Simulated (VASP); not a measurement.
# CaO (Pm-3m) in VASP: notebook, part 2 of 2

VASP 6.6.1.

## 3. Dielectric tensor, PBE

This run uses another cell than the first one, of 12.24 Å³/atom, 1.016 times its volume.

Contents of INCAR:

```
SYSTEM = CaO
PREC = Accurate ; ENCUT = 520
EDIFF = 1E-8 ; ISMEAR = 0
SIGMA = 0.01 ; LREAL = .False.
LASPH = .True. ; NELM = 100
ALGO = Normal ; ISIF = 2
LWAVE = .False. ; LCHARG = .False.
GGA = PE ; LEPSILON = .True.
```

Contents of KPOINTS:

```
regular mesh
0
Gamma
  8 8 8
  0 0 0
```

Contents of POSCAR:

```
CaO
1.0
    2.9032089656      0.0000000000      0.0000000000
    0.0000000000      2.9032089656      0.0000000000
    0.0000000000      0.0000000000      2.9032089656
Ca O
1 1
Direct
    0.0000000000      0.0000000000      0.0000000000
    0.5000000000      0.5000000000      0.5000000000
```

Potentials or basis: VASP PAW PBE potentials, release 64 (Ca_sv, O).

Command:

```bash
> cat potpaw_PBE.64/Ca_sv/POTCAR potpaw_PBE.64/O/POTCAR > POTCAR
> mpirun -np 1 vasp_std > vasp.out
```

OUTCAR:

```text
SYSTEM = CaO
   PREC = Accurate
   ENCUT = 520
   EDIFF = 1E-8
   ISMEAR = 0
   LREAL = .False.
   LASPH = .True.
   NELM = 100
   ISIF = 2
   GGA = PE
   LEPSILON = .True.

 ion  position               nearest neighbor table
   1  0.000  0.000  0.000-   2 2.51   2 2.51   2 2.51   2 2.51   2 2.51   2 2.51   2 2.51   2 2.51

   2  0.500  0.500  0.500-   1 2.51   1 2.51   1 2.51   1 2.51   1 2.51   1 2.51   1 2.51   1 2.51

  LATTYP: Found a simple cubic cell.
 ALAT       =     2.9032089656

  Lattice vectors:

 A1 = (   2.9032089656,   0.0000000000,   0.0000000000)
 A2 = (   0.0000000000,   2.9032089656,   0.0000000000)
[... 609 lines left out ...]
     0.00020  0.00000  0.00000
     0.00000  0.00020 -0.00000
     0.00000 -0.00000 -0.00125

 MACROSCOPIC STATIC DIELECTRIC TENSOR (including local field effects in DFT)
 ------------------------------------------------------
           4.533907     0.000000     0.000000
          -0.000000     4.533907     0.000000
          -0.000000     0.000000     4.533907
 ------------------------------------------------------

 PIEZOELECTRIC TENSOR (including local field effects)  for field in x, y, z        (e  Angst)
          XX          YY          ZZ          XY          YZ          ZX
  --------------------------------------------------------------------------------
  x     0.00000     0.00000     0.00000     0.00000     0.00000     0.00000
  y     0.00000     0.00000     0.00000     0.00000     0.00000     0.00000
  z     0.00000     0.00000     0.00000     0.00000     0.00000     0.00000

 PIEZOELECTRIC TENSOR (including local field effects)  for field in x, y, z        (C/m^2)
          XX          YY          ZZ          XY          YZ          ZX
  --------------------------------------------------------------------------------
  x     0.00000     0.00000     0.00000     0.00000     0.00000     0.00000
  y     0.00000     0.00000     0.00000     0.00000     0.00000     0.00000
  z     0.00000     0.00000     0.00000     0.00000     0.00000     0.00000

 BORN EFFECTIVE CHARGES (including local field effects) (in |e|, cummulative output)
 ---------------------------------------------------------------------------------
 ion    1
    1     2.55474    -0.00000     0.00000
    2     0.00000     2.55474     0.00000
    3     0.00000     0.00000     2.55474
 ion    2
    1    -2.55474     0.00000     0.00000
    2    -0.00000    -2.55474     0.00000
    3    -0.00000    -0.00000    -2.55474
```

OSZICAR:

```text
N       E                     dE             d eps       ncg     rms          rms(c)
DAV:   1     0.127720861755E+03    0.12772E+03   -0.88500E+03   840   0.139E+03
[... 13 lines left out ...]
RMM:  12    -0.260803871258E+00   -0.10014E-04   -0.31785E-06  3897   0.275E-03    0.692E-04
RMM:  13    -0.260809737831E+00   -0.58666E-05   -0.18885E-06  3770   0.123E-03    0.359E-05
RMM:  14    -0.260809653680E+00    0.84151E-07   -0.40135E-07  3513   0.513E-04    0.118E-05
RMM:  15    -0.260809627912E+00    0.25769E-07   -0.47324E-07  2989   0.233E-04    0.158E-05
RMM:  16    -0.260809456207E+00    0.17170E-06   -0.19747E-07  2558   0.128E-04    0.174E-05
RMM:  17    -0.260809520552E+00   -0.64345E-07   -0.94787E-08  2110   0.839E-05    0.107E-05
RMM:  18    -0.260809575247E+00   -0.54695E-07   -0.38802E-08  1755   0.694E-05    0.210E-06
```

stdout:

```text
POSCAR found type information on POSCAR CaO
 POSCAR found :  2 types and       2 ions
 scaLAPACK will be used
 LDA part: xc-table for (Slater+PW92), standard interpolation
 POSCAR, INCAR and KPOINTS ok, starting setup
 FFT: planning ... GRIDC
 FFT: planning ... GRID_SOFT
 FFT: planning ... GRID
 WAVECAR not read
 entering main loop
 Linear response reoptimize wavefunctions to high precision
 Linear response G [H, r] |phi>, progress :
  Direction:   1
 Linear response G [H, r] |phi>, progress :
  Direction:   2
 Linear response G [H, r] |phi>, progress :
  Direction:   3
 Linear response to external field (no local field effect), progress :
  Direction:   1
 dielectric tensor                  component  1 :     3.522    -0.528     0.059
 Linear response to external field (no local field effect), progress :
  Direction:   2
 dielectric tensor                  component  2 :    -0.528     4.188     0.876
 Linear response to external field (no local field effect), progress :
  Direction:   3
 dielectric tensor                  component  3 :     0.059     0.876     6.289
 Linear response to external field, progress :
  Direction:   1
 dielectric tensor                  component  1 :     4.534    -0.081     0.341
 Linear response to external field, progress :
  Direction:   2
 dielectric tensor                  component  2 :    -0.082     4.534     0.341
 Linear response to external field, progress :
  Direction:   3
 dielectric tensor                  component  3 :     0.127     0.133     4.534
 Born effective charges drift removed
```

Run time: 66 s. Hardware: 1 thread of Intel Xeon 6975P-C (Granite Rapids), shared host; peak memory 0.19 GiB.

What came out:

```yaml
Band_gap_on_the_k_mesh: 2.76 eV, indirect (least direct gap 3.06 eV)
Electronic_dielectric_tensor_diagonal: 4.53
Born_charges_mean_of_the_diagonal: Ca +2.55; O -2.55 e
```

Levels at points of the mesh, in eV from the valence-band top:
```csv
k point,band 5,band 6,band 7,band 8,band 9,band 10,band 11,band 12
"(0.00, 0.00, 0.00)",-16.45,-0.30,-0.30,-0.30,2.76,2.76,5.23,8.44
"(0.50, 0.00, 0.00)",-15.24,-3.81,-0.80,-0.80,3.75,7.18,8.15,8.15
"(0.50, 0.50, 0.00)",-15.76,-2.12,-2.12,0.00,3.89,4.74,6.58,6.58
"(0.50, 0.50, 0.50)",-15.22,-3.44,-3.44,-3.44,7.95,7.95,7.95,9.98
```

Electronic dielectric tensor:
```
4.53 0.00 0.00
0.00 4.53 0.00
0.00 0.00 4.53
```

Born effective charge tensors (e):
atom 1, Ca
```
2.55 0.00 0.00
0.00 2.55 0.00
0.00 0.00 2.55
```
atom 2, O
```
-2.55  0.00  0.00
 0.00 -2.55  0.00
 0.00  0.00 -2.55
```

## 4. Dielectric tensor, r2SCAN

This run uses another cell than the first one, of 12.24 Å³/atom, 1.016 times its volume.

Contents of INCAR:

```
PREC = Accurate
ENCUT = 520
EDIFF = 1E-8
ISMEAR = 0
SIGMA = 0.01
LREAL = F
LASPH = T
NELM = 80
ALGO = Normal
ISIF = 2
LWAVE = F
LCHARG = F
METAGGA = R2SCAN
LMIXTAU = T
LCALCEPS = T
```

Contents of KPOINTS:

```
regular mesh
0
Gamma
  8 8 8
```

POSCAR is that of step 3.

Potentials or basis: VASP PAW PBE potentials, release 64 (Ca_sv, O).

Command:

```bash
> cat potpaw_PBE.64/Ca_sv/POTCAR potpaw_PBE.64/O/POTCAR > POTCAR
> mpirun -np 1 vasp_std > vasp.out
```

OUTCAR:

```text
PREC = Accurate
   ENCUT = 520
   EDIFF = 1E-8
   ISMEAR = 0
   LREAL = F
   LASPH = T
   NELM = 80
   ISIF = 2
   METAGGA = R2SCAN

 ion  position               nearest neighbor table
   1  0.000  0.000  0.000-   2 2.51   2 2.51   2 2.51   2 2.51   2 2.51   2 2.51   2 2.51   2 2.51

   2  0.500  0.500  0.500-   1 2.51   1 2.51   1 2.51   1 2.51   1 2.51   1 2.51   1 2.51   1 2.51

  LATTYP: Found a simple cubic cell.
 ALAT       =     2.9032089656

  Lattice vectors:

[... 585 lines left out ...]
    3    -0.00000    -0.00000     2.50203
 ion    2
    1    -2.50203    -0.00000    -0.00000
    2     0.00000    -2.50203    -0.00000
    3     0.00000     0.00000    -2.50203

  FORCE on cell =-STRESS in cart. coord.  units (eV):
  Direction    XX          YY          ZZ          XY          YZ          ZX
  --------------------------------------------------------------------------------------
  -------------------------------------------------------------------------------------
  Total        0.1584493      0.1584493      0.1584493      0.0000000      0.0000000      0.0000000
  in kB       10.3744746     10.3744746     10.3744746      0.0000000      0.0000000      0.0000000
  external PRESSURE =      10.3744746 kB  Pullay stress =       0.0000000 kB

 VOLUME and BASIS-vectors are now :
 -----------------------------------------------------------------------------
  energy-cutoff  :      520.00
  volume of cell :       24.47
      direct lattice vectors                 reciprocal lattice vectors
     2.903208966  0.000000000  0.000000000     0.344446442  0.000000000  0.000000000
     0.000000000  2.903208966  0.000000000     0.000000000  0.344446442  0.000000000
     0.000000000  0.000000000  2.903208966     0.000000000  0.000000000  0.344446442

 POSITION                                       TOTAL-FORCE (eV/Angst)
 -----------------------------------------------------------------------------------
      0.00000      0.00000      0.00000         0.000000      0.000000      0.000000
      1.45160      1.45160      1.45160         0.000000      0.000000      0.000000
 -----------------------------------------------------------------------------------
    total drift:                                0.000000      0.000000     -0.000000

  FREE ENERGIE OF THE ION-ELECTRON SYSTEM (eV)
  ---------------------------------------------------
  free  energy   TOTEN  =       -18.5059969388 eV

  energy  without entropy=      -18.5059969388  energy(sigma->0) =      -18.50599694
```

OSZICAR:

```text
N       E                     dE             d eps       ncg     rms          rms(c)
DAV:   1     0.121563040305E+03    0.12156E+03   -0.89835E+03   840   0.142E+03
DAV:   2    -0.180662544668E+02   -0.13963E+03   -0.13197E+03   976   0.359E+02
[... 13 lines left out ...]
DMP:  11    -0.185059968404E+02   -0.51393E-07   -0.42764E-07   900   0.554E-07   0.992E-07
DMP:  12    -0.185059968761E+02   -0.35773E-07   -0.29283E-07   900   0.355E-07   0.725E-07
DMP:  13    -0.185059969012E+02   -0.25075E-07   -0.19959E-07   900   0.228E-07   0.522E-07
DMP:  14    -0.185059969185E+02   -0.17316E-07   -0.13661E-07   900   0.149E-07   0.370E-07
DMP:  15    -0.185059969305E+02   -0.11976E-07   -0.93109E-08   900   0.979E-08   0.260E-07
DMP:  16    -0.185059969388E+02   -0.82846E-08   -0.64495E-08   900   0.670E-08   0.181E-07
   1 F= -.18505997E+02 E0= -.18505997E+02  d E =-.116935E-80
```

Wall time 7.6 min (1 thread of Intel Xeon 6975P-C (Granite Rapids), shared host); peak memory 0.24 GiB.

What came out:

| Item | Value |
| --- | --- |
| Band gap on the k mesh | 3.28 eV, indirect (least direct gap 3.58 eV) |
| Electronic dielectric tensor (diagonal) | 4.10 |
| Born charges (mean of the diagonal) | Ca +2.50; O -2.50 e |

Electronic dielectric tensor:
```
4.10 0.00 0.00
0.00 4.10 0.00
0.00 0.00 4.10
```

Born effective charge tensors (e):
atom 1, Ca
```
2.50 0.00 0.00
0.00 2.50 0.00
0.00 0.00 2.50
```
atom 2, O
```
-2.50  0.00  0.00
 0.00 -2.50  0.00
 0.00  0.00 -2.50
```

Dipole moments of the cell (e·Å, modulo the quantum): ionic -8.710, -8.710, -8.710; electronic 0.000, 0.000, 0.004

Caveat: the PAW data sets were made with another functional, which shifts forces and pressure a little.

## 5. Overview

| task | level | cell | gap on the mesh (eV) |
| --- | --- | --- | --- |
| vibrations by perturbation theory | PBEsol | a = 2.888 Å, 2 atoms | - |
| dielectric tensor | PBE | a = 2.903 Å, 2 atoms | 2.76 |
| dielectric tensor | r2SCAN | a = 2.903 Å, 2 atoms | 3.28 |

Alike in all rows: potentials or basis VASP PAW PBE potentials, release 64 (Ca_sv, O); no spin polarisation; k mesh 8 × 8 × 8; cutoff (eV) 520; smearing gaussian 0.01 eV.

Caveats: the PAW data sets were made with another functional, which shifts forces and pressure a little (some runs).

Total energies depend on the potentials used, so only differences within one code and one set of settings carry meaning.
